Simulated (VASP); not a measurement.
A run of VASP 6.6.1 is set up as follows.

Contents of POSCAR:

```
RbCdI3
1.0
    6.0401790302      0.0000000000      0.0000000000
    0.0000000000      6.0401790302      0.0000000000
    0.0000000000      0.0000000000      6.0401790302
Rb Cd I
1 1 3
Direct
    0.0000000000      0.0000000000      0.0000000000
    0.5000000000      0.5000000000      0.5000000000
    0.5000000000      0.5000000000      0.0000000000
    0.5000000000      0.0000000000      0.5000000000
    0.0000000000      0.5000000000      0.5000000000
```

The input INCAR.step1:

```
PREC = Accurate ; ENCUT = 520
ISMEAR = -1 ; SIGMA = 0.02
LREAL = F ; LASPH = T
NELM = 60 ; NBANDS = 29
GGA = PE ; ALGO = Normal
EDIFF = 1E-4 ; LWAVE = T
LCHARG = F
```

File INCAR.step2:

```
PREC = Accurate ; ENCUT = 520
EDIFF = 1E-6 ; ISMEAR = -1
SIGMA = 0.02 ; LREAL = F
LASPH = T ; NELM = 60
ALGO = Normal ; ISIF = 2
LWAVE = F ; LCHARG = F
METAGGA = R2SCAN ; LMIXTAU = T
NBANDS = 29 ; ISTART = 1
```

The input KPOINTS:

```
regular mesh
0
Gamma
  4 4 4
```

Potentials or basis: VASP PAW PBE potentials, release 64 (Rb_sv, Cd, I).

Command:

```sh
$ cat potpaw_PBE.64/Rb_sv/POTCAR potpaw_PBE.64/Cd/POTCAR potpaw_PBE.64/I/POTCAR > POTCAR
$ cp INCAR.step1 INCAR
$ mpirun -np 1 vasp_std > vasp.out
$ cp INCAR.step2 INCAR
$ mpirun -np 1 vasp_std > vasp.out
```

Predict the pressure.

-0.8 GPa.

Predict the band gap on the k mesh.

0.11 eV (least direct gap 0.55 eV).

Caveat: the cell differs from its parent crystal (strain +1.5%); semilocal functionals underestimate gaps, and a narrow one can read as zero; the PAW data sets were made with another functional, which shifts forces and pressure a little; spin-orbit coupling is left out, which moves the levels of the heavy elements. A k mesh can miss the band edges.
